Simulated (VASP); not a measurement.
# Si (a cell with a defect) in VASP: further runs

Runs on Si (a cell with a defect). Level: PBE. Tasks: single point.

All numbers are computed with VASP 6.6.1; they aren't measurements. Logs are shortened: lines on timing, memory, paths and dates and some standing lists are left out, and cuts for length are marked.

### 1 The cell of the first run

The cell holds a defect, 15 atoms: a = 7.662 Å, b = 7.662 Å, c = 7.662 Å, α = 60.00°, β = 60.00°, γ = 60.00°.

### 2 Single point, PBE

Input file INCAR:

```
  PREC = Accurate
  ENCUT = 520
  EDIFF = 1E-6
  ISMEAR = 0
  SIGMA = 0.1
  LREAL = Auto
  LASPH = T
  NELM = 60
  ALGO = Normal
  ISIF = 2
  LWAVE = F
  LCHARG = F
  GGA = PE
  NBANDS = 43
```

Input file KPOINTS:

```
Automatic mesh
0
Gamma
  2 2 2
```

Input file POSCAR:

```
Si
1.0
    0.0000000000      5.4176120000      5.4176120000
    5.4176120000      0.0000000000      5.4176120000
    5.4176120000      5.4176120000      0.0000000000
Si
15
Direct
   -0.0005340914      0.0009898273      0.0007011392
    0.1244246543      0.1260017329      0.1259517108
   -0.0003285580      0.0008926442      0.5011613973
    0.1243116894      0.1262992809      0.6259151634
   -0.0010626453      0.5012557193      0.0011619511
    0.1238164527      0.6262594110      0.1260831340
   -0.0078266956      0.5041091905      0.5035292302
    0.1246389553      0.6261350019      0.6263985867
    0.4996656276      0.0002094096      0.0011249421
    0.6246685809      0.1255418439      0.1255331685
    0.5020359524     -0.0061202242      0.5029073695
    0.6249314274      0.1249825569      0.6263301986
    0.5012395683      0.5029977230     -0.0061583406
    0.6241660532      0.6254068213      0.1262119731
    0.5021167075      0.5023980123      0.5038899980
```

Potentials or basis: VASP PAW PBE potentials, release 64 (Si).

Command:

```
cat potpaw_PBE.64/Si/POTCAR > POTCAR
mpirun -np 1 vasp_std > vasp.out
```

OUTCAR:

```text
PREC = Accurate
   ENCUT = 520
   EDIFF = 1E-6
   ISMEAR = 0
   LREAL = Auto
   LASPH = T
   NELM = 60
   ISIF = 2
   GGA = PE

 ion  position               nearest neighbor table
   1  0.999  0.001  0.001-   6 2.34   4 2.34  10 2.34   2 2.35
   2  0.124  0.126  0.126-   3 2.35   1 2.35   9 2.35   5 2.35
   3  1.000  0.001  0.501-  12 2.34   8 2.34   4 2.34   2 2.35
   4  0.124  0.126  0.626-   1 2.34   3 2.34  11 2.36   7 2.36
   5  0.999  0.501  0.001-   8 2.34  14 2.34   6 2.34   2 2.35
   6  0.124  0.626  0.126-   1 2.34   5 2.34  13 2.36   7 2.36
   7  0.992  0.504  0.504-   8 2.36   6 2.36   4 2.36
   8  0.125  0.626  0.626-   3 2.34   5 2.34   7 2.36  15 2.36
   9  0.500  0.000  0.001-  10 2.34  12 2.34  14 2.34   2 2.35
  10  0.625  0.126  0.126-   9 2.34   1 2.34  11 2.36  13 2.36
  11  0.502  0.994  0.503-  10 2.36  12 2.36   4 2.36
  12  0.625  0.125  0.626-   3 2.34   9 2.34  11 2.36  15 2.36
  13  0.501  0.503  0.994-   6 2.36  10 2.36  14 2.36
  14  0.624  0.625  0.126-   5 2.34   9 2.34  15 2.36  13 2.36
  15  0.502  0.502  0.504-  12 2.36   8 2.36  14 2.36

  LATTYP: Found a face centered cubic cell.
 ALAT       =    10.8352240000

  Lattice vectors:

 A1 = (   0.0000000000,   5.4176120000,   5.4176120000)
 A2 = (   5.4176120000,   0.0000000000,   5.4176120000)
 A3 = (   5.4176120000,   5.4176120000,   0.0000000000)

Analysis of symmetry for initial positions (statically):
=====================================================================
 Subroutine PRICEL returns:
 Original cell was already a primitive cell.

 Routine SETGRP: Setting up the symmetry group for a
 face centered cubic supercell.

 Subroutine GETGRP returns: Found  1 space group operations
 (whereof  1 operations were pure point group operations)
 out of a pool of 48 trial point group operations.

The static configuration has the point symmetry C_1 .

Analysis of symmetry for dynamics (positions and initial velocities):
=====================================================================
 Subroutine PRICEL returns:
 Original cell was already a primitive cell.

 Routine SETGRP: Setting up the symmetry group for a
 face centered cubic supercell.

 Subroutine GETGRP returns: Found  1 space group operations
 (whereof  1 operations were pure point group operations)
 out of a pool of 48 trial point group operations.

The dynamic configuration has the point symmetry C_1 .

 Subroutine INISYM returns: Found  1 space group operations
 (whereof  1 operations are pure point group operations),
 and found     1 'primitive' translations

----------------------------------------------------------------------------------------

                                     Primitive cell

  volume of cell :     318.0195

  direct lattice vectors                    reciprocal lattice vectors
     0.000000000  5.417612000  5.417612000    -0.092291585  0.092291585  0.092291585
     5.417612000  0.000000000  5.417612000     0.092291585 -0.092291585  0.092291585
     5.417612000  5.417612000  0.000000000     0.092291585  0.092291585 -0.092291585

  length of vectors
     7.661660366  7.661660366  7.661660366     0.159853715  0.159853715  0.159853715

  position of ions in fractional coordinates (direct lattice)
     0.999465909  0.000989827  0.000701139
     0.124424654  0.126001733  0.125951711
     0.999671442  0.000892644  0.501161397
     0.124311689  0.126299281  0.625915163
     0.998937355  0.501255719  0.001161951
     0.123816453  0.626259411  0.126083134
     0.992173304  0.504109191  0.503529230
     0.124638955  0.626135002  0.626398587
     0.499665628  0.000209410  0.001124942
     0.624668581  0.125541844  0.125533168
     0.502035952  0.993879776  0.502907370
     0.624931427  0.124982557  0.626330199
     0.501239568  0.502997723  0.993841659
     0.624166053  0.625406821  0.126211973
     0.502116708  0.502398012  0.503889998

  ion indices of the primitive-cell ions
   primitive index   ion index
                 1           1
                 2           2
                 3           3
                 4           4
                 5           5
                 6           6
                 7           7
                 8           8
                 9           9
                10          10
                11          11
                12          12
                13          13
                14          14
                15          15

----------------------------------------------------------------------------------------

 KPOINTS: Automatic mesh

Automatic generation of k-mesh.
 Grid dimensions read from file:
 generate k-points for:    2    2    2

 Generating k-lattice:

  Cartesian coordinates                     Fractional coordinates (reciprocal lattice)
    -0.046145793  0.046145793  0.046145793     0.500000000  0.000000000  0.000000000
     0.046145793 -0.046145793  0.046145793     0.000000000  0.500000000  0.000000000
     0.046145793  0.046145793 -0.046145793     0.000000000  0.000000000  0.500000000

  Length of vectors
     0.079926857  0.079926857  0.079926857

  Shift w.r.t. Gamma in fractional coordinates (k-lattice)
     0.000000000  0.000000000  0.000000000

 Subroutine IBZKPT returns following result:
 ===========================================

 Found      8 irreducible k-points:

 Following reciprocal coordinates:
            Coordinates               Weight
  0.000000  0.000000  0.000000      1.000000
  0.500000  0.000000  0.000000      1.000000
  0.000000  0.500000  0.000000      1.000000
  0.000000  0.000000  0.500000      1.000000
  0.500000  0.500000  0.500000      1.000000
  0.500000  0.500000  0.000000      1.000000
  0.000000  0.500000  0.500000      1.000000
  0.500000  0.000000  0.500000      1.000000
   k-points           NKPTS =      8   k-points in BZ     NKDIM =      8   number of bands    NBANDS=     43
   number of dos      NEDOS =    301   number of ions     NIONS =     15
   total plane-waves  NPLWV = 216000
   dimension x,y,z NGX =    60 NGY =   60 NGZ =   60
   dimension x,y,z NGXF=   120 NGYF=  120 NGZF=  120
   ions per type =              15
   NGX,Y,Z   is equivalent  to a cutoff of  13.02, 13.02, 13.02 a.u.
   NGXF,Y,Z  is equivalent  to a cutoff of  26.04, 26.04, 26.04 a.u.
 SYSTEM =  unknown system
   PREC   = accura    normal or accurate (medium, high low for compatibility)
   ISTART =      0    job   : 0-new  1-cont  2-samecut
   ICHARG =      2    charge: 1-file 2-atom 10-const
   ISPIN  =      1    spin polarized calculation?
   LNONCOLLINEAR =      F non collinear calculations
   LSORBIT =      F    spin-orbit coupling
   LASPH  =      T    aspherical Exc in radial PAW
   ENCUT  =  520.0 eV  38.22 Ry    6.18 a.u.  14.25 14.25 14.25*2*pi/ulx,y,z
   NELM   =     60;   NELMIN=  2; NELMDL= -5     # of ELM steps
   EDIFF  = 0.1E-05   stopping-criterion for ELM
   LREAL  =      T    real-space projection
   EDIFFG = 0.1E-04   stopping-criterion for IOM
   NSW    =      0    number of steps for IOM
   IBRION =     -1    ionic relax: 0-MD 1-quasi-New 2-CG
   NFREE  =      0    steps in history (QN), initial steepest desc. (CG)
   ISIF   =      2    stress and relaxation
   ISYM   =      2    0-nonsym 1-usesym 2-fastsym
   POTIM  = 0.5000    time-step for ionic-motion
   TEBEG  =    0.0;   TEEND  =   0.0 temperature during run
   PSTRESS=    0.0 pullay stress
   NELECT =      60.0000    total number of electrons
   NUPDOWN=      -1.0000    fix difference up-down
   EMIN   =  10.00;   EMAX   =-10.00  energy-range for DOS
   EFERMI =   0.00;   METHOD = LEGACY
   ISMEAR =     0;   SIGMA  =   0.10  broadening in eV -4-tet -1-fermi 0-gaus
   EFERMI_NEDOS =   21; number of points for ismear=-14 and -15
   IALGO  =     38    algorithm
   IMIX   =      4    mixing-type and parameters
     AMIX     =   0.40;   BMIX     =  1.00
     AMIX_MAG =   1.60;   BMIX_MAG =  1.00
  volume/ion in A,a.u.               =      21.20       143.07
  Fermi-wavevector in a.u.,A,eV,Ry     =   0.938946  1.774351 11.995167  0.881620
  Thomas-Fermi vector in A             =   2.066209
   LORBIT       =      0    0 simple, 1 ext, 2 COOP (PROOUT), +10 PAW based schemes
   GGA     = PE    functional components
   LHFCALC =     F    Hartree Fock is set to
   AEXX    =    0.0000 exact exchange contribution
   IVDW    =     0    specifies the selected vdW correction
   LEPSILON=     F    determine dielectric tensor
   LRPA    =     F    only Hartree local field effects (RPA)
 non-spin polarized calculation
 Gauss-broadening in eV      SIGMA  =   0.10
  energy-cutoff  :      520.00
  volume of cell :      318.02
 maximum number of plane-waves:      8609
 NGX is ok and might be reduce to    60
   NGX = 29   NGY = 29   NGZ = 29

 number of electron      60.0000000 magnetization

 Free energy of the ion-electron system (eV)
  ---------------------------------------------------
  ext. energy  EPLUGINS =         0.00000000
  ---------------------------------------------------
  free energy    TOTEN  =       -77.67143093 eV

  energy without entropy =      -77.64501172  energy(sigma->0) =      -77.65822132

 E-fermi :   5.8656     XC(G=0):  -9.1973

 val. band max:        4.8784358608   @ k =   0.0000   0.0000   0.0000
 cond. band min:       5.9267179611   @ k =   0.5000   0.0000   0.5000
 fundamental gap:      1.0482821003
 Fermi energy:         5.8656293637

 k-point     1 :       0.0000    0.0000    0.0000
  band No.  band energies     occupation
      1      -6.4892      2.00000
      2      -4.2918      2.00000
      3      -4.2917      2.00000
      4      -4.2885      2.00000
      5      -3.6961      2.00000
      6      -2.5112      2.00000
[... 349 lines left out ...]
     41       9.7238      0.00000
     42       9.7712      0.00000
 [bands above 42 left out]

------------------------ aborting loop because EDIFF is reached ----------------------------------------

  FORCE on cell =-STRESS in cart. coord.  units (eV):
  Direction    XX          YY          ZZ          XY          YZ          ZX
  --------------------------------------------------------------------------------------
  -------------------------------------------------------------------------------------
  Total        0.9164303      0.9217685      1.0241309      0.0092877     -0.0001798      0.0023171
  in kB        4.6169623      4.6438563      5.1595564      0.0467913     -0.0009058      0.0116733
  external PRESSURE =       4.8067917 kB  Pullay stress =       0.0000000 kB

 VOLUME and BASIS-vectors are now :
 -----------------------------------------------------------------------------
  energy-cutoff  :      520.00
  volume of cell :      318.02
      direct lattice vectors                 reciprocal lattice vectors
     0.000000000  5.417612000  5.417612000    -0.092291585  0.092291585  0.092291585
     5.417612000  0.000000000  5.417612000     0.092291585 -0.092291585  0.092291585
     5.417612000  5.417612000  0.000000000     0.092291585  0.092291585 -0.092291585

 POSITION                                       TOTAL-FORCE (eV/Angst)
 -----------------------------------------------------------------------------------
      0.00916      5.41852      5.42008         0.003639     -0.003196     -0.001355
      1.36499      1.35644      1.35671        -0.003099     -0.000309     -0.000550
      2.71993      8.13093      5.42067         0.002481      0.002612      0.000442
      4.07521      4.06444      1.35771        -0.001186      0.000232     -0.000912
      2.72190      5.41815      8.12746        -0.001694      0.005428      0.000037
      4.07590      1.35386      4.06362        -0.003575     -0.004626     -0.000595
      5.45899      8.10314      8.10628        -0.015444      0.001261     -0.006156
      6.78574      4.06883      4.06740         0.004558     -0.000096     -0.001079
      0.00723      2.71309      2.70813        -0.001384     -0.003511      0.000229
      1.36023      4.06430      4.06435        -0.004596      0.000479      0.001314
      8.10901      5.44439      8.10429         0.009987      0.002583      0.003508
      4.07032      6.77885      4.06274         0.000982     -0.000004      0.000776
      8.10930      8.09977      5.44057         0.003409      0.009383      0.000118
      4.07198      4.06526      6.76970        -0.001782     -0.000640      0.008598
      5.45168      5.45015      5.44207         0.007703     -0.009596     -0.004376
 -----------------------------------------------------------------------------------
    total drift:                               -0.031227     -0.010329     -0.004558

  FREE ENERGIE OF THE ION-ELECTRON SYSTEM (eV)
  ---------------------------------------------------
  free  energy   TOTEN  =       -77.6714309303 eV

  energy  without entropy=      -77.6450117163  energy(sigma->0) =      -77.65822132
```

It took 6.2 min on 1 thread of Intel Xeon 8259CL, shared host; peak memory 0.46 GiB.

Results:

```
Free energy            : -77.6714 eV
Pressure               : 0.5 GPa
Largest force          : 0.017 eV/Å
Band gap on the k mesh : zero (bands 30 and 31 overlap by 0.24 eV)
```

Forces on the atoms (eV/Å):
```
Si   0.004 -0.003 -0.001
Si  -0.003  0.000 -0.001
Si   0.002  0.003  0.000
Si  -0.001  0.000 -0.001
Si  -0.002  0.005  0.000
Si  -0.004 -0.005 -0.001
Si  -0.015  0.001 -0.006
Si   0.005  0.000 -0.001
Si  -0.001 -0.004  0.000
Si  -0.005  0.000  0.001
Si   0.010  0.003  0.004
Si   0.001  0.000  0.001
Si   0.003  0.009  0.000
Si  -0.002 -0.001  0.009
Si   0.008 -0.010 -0.004
```

Caveat: the k points lie up to 0.50 Å⁻¹ apart.

### 3 Single point, PBE

Input file INCAR:

```
SYSTEM = Si
PREC = Accurate
ENCUT = 520
EDIFF = 1E-6
ISMEAR = 0
SIGMA = 0.1
LREAL = Auto
LASPH = .TRUE.
NELM = 80
ALGO = Normal
ISIF = 2
LWAVE = .FALSE.
LCHARG = .FALSE.
GGA = PE
NBANDS = 43
```

Input file KPOINTS:

```
Automatic mesh
0
G
  2 2 2
  0 0 0
```

Input file POSCAR:

```
Si
1.0
    0.0000000000      5.4176120000      5.4176120000
    5.4176120000      0.0000000000      5.4176120000
    5.4176120000      5.4176120000      0.0000000000
Si
15
Direct
   -0.0013486569      0.0009999793      0.0013859427
    0.1238852099      0.1260760276      0.1263294603
   -0.0019071133      0.0011189432      0.5012575651
    0.1231504766      0.1260118849      0.6261968373
   -0.0000230729      0.5009607554      0.0006368119
    0.1248281531      0.6258385613      0.1258941209
   -0.0009547564      0.5009206086      0.5007448854
    0.1315726375      0.6234063089      0.6232032674
    0.4986562345      0.0011148824      0.0020599482
    0.6234906634      0.1266158411      0.1265885228
    0.4979809370      0.0016371604      0.5014195369
    0.6202166194      0.1333294079      0.6247985275
    0.4997615185      0.5015351782      0.0010565541
    0.6224924376      0.6236058433      0.1340713399
    0.6216120682      0.6242990454      0.6232068668
```

Potentials or basis: VASP PAW PBE potentials, release 64 (Si).

Command:

```
cat potpaw_PBE.64/Si/POTCAR > POTCAR
mpirun -np 1 vasp_std > vasp.out
```

It took 5.7 min on 1 thread of Intel Xeon 8259CL, shared host; peak memory 0.46 GiB.

It converged, with:

- Free energy: -77.6711 eV
- Pressure: 0.5 GPa
- Largest force: 0.025 eV/Å
- Band gap on the k mesh: zero (bands 30 and 31 overlap by 0.26 eV)

Forces on the atoms (eV/Å):
```
Si   0.001  0.004  0.007
Si   0.008 -0.001 -0.002
Si   0.005 -0.001  0.018
Si  -0.001 -0.005  0.009
Si   0.009  0.023 -0.002
Si  -0.012 -0.003 -0.010
Si  -0.016  0.002  0.001
Si   0.009 -0.001 -0.019
Si   0.015  0.005 -0.002
Si   0.000 -0.006  0.001
Si  -0.003 -0.017  0.000
Si  -0.018  0.009  0.008
Si   0.000 -0.006 -0.021
Si  -0.003 -0.019  0.006
Si   0.006  0.016  0.007
```

Levels at points of the mesh, in eV from the Fermi level:
```csv
k point,band 26,band 27,band 28,band 29,band 30,band 31,band 32,band 33,band 34,band 35
"(0.00, 0.00, 0.00)",-1.67,-0.98,-0.98,-0.98,0.31,0.31,0.32,0.32,0.33,0.40
"(0.50, 0.00, 0.00)",-2.04,-2.04,-1.55,-1.27,-1.27,0.44,0.44,0.98,0.99,1.02
"(0.00, 0.50, 0.00)",-2.04,-2.04,-1.55,-1.28,-1.27,0.44,0.45,0.99,0.99,1.02
"(0.00, 0.00, 0.50)",-2.05,-2.04,-1.55,-1.27,-1.27,0.44,0.44,0.99,0.99,1.02
"(0.50, 0.50, 0.50)",-2.04,-2.04,-1.55,-1.27,-1.27,0.44,0.44,0.98,0.99,1.02
"(0.50, 0.50, 0.00)",-2.20,-2.20,-1.84,-1.83,-1.80,0.07,0.07,0.78,0.87,1.96
"(0.00, 0.50, 0.50)",-2.21,-2.20,-1.83,-1.83,-1.81,0.06,0.08,0.78,0.87,1.96
"(0.50, 0.00, 0.50)",-2.21,-2.20,-1.83,-1.83,-1.81,0.06,0.08,0.78,0.87,1.96
```

Caveat: the k points lie up to 0.50 Å⁻¹ apart.

The gap in the log of VASP goes by the Fermi energy; the results here count the filled bands.